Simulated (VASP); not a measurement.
Set up this calculation in VASP 6.6.1, as the native input.

```
Task                   : single point
Functional             : LDA
Potentials or basis    : VASP PAW LDA potentials, release 64 (Fe)
Cutoff                 : 520 eV
k mesh                 : 16 × 16 × 16
Occupations            : methfessel-paxton, width 1 eV
Spin                   : collinear spin, ferromagnetic start
Starting moments       : [1.988] μB
Dipole correction      : no
Further INCAR settings : ALGO = Normal; EDIFF = 1e-06; NBANDS = 14
```

The structure of Fe lies in POSCAR:

```
Fe
1.0
   -1.3745984210      1.3745984210      1.3745984210
    1.3745984210     -1.3745984210      1.3745984210
    1.3745984210      1.3745984210     -1.3745984210
Fe
1
Direct
    0.0000000000      0.0000000000      0.0000000000
```

These files were run (other wordings do the same):

INCAR

```
ALGO = Normal
EDIFF = 1E-6
ENCUT = 520
GGA = CA
ISIF = 2
ISMEAR = 1
ISPIN = 2
LASPH = True
LCHARG = False
LMAXMIX = 4
LORBIT = 11
LREAL = False
LWAVE = False
MAGMOM = 1.988
NBANDS = 14
NELM = 150
PREC = Accurate
SIGMA = 1.0
```

KPOINTS

```
k-points
0
Gamma
  16 16 16
```

Potentials or basis: VASP PAW LDA potentials, release 64 (Fe).

Run with:

```sh
$ cat potpaw_LDA.64/Fe/POTCAR > POTCAR
$ mpirun -np 1 vasp_std > vasp.out
```

Results of the run:

```
Pressure                                              : -3.2 GPa
Net moment                                            : 1.86 μB per cell
Site moments                                          : Fe +1.83 μB
Valence electrons inside the program's atomic spheres : Fe 7.48
```

Wall time 44 s on 1 thread of AMD EPYC 7R43 64-Core Processor (Zen 3) (shared host), peak memory 0.11 GiB.
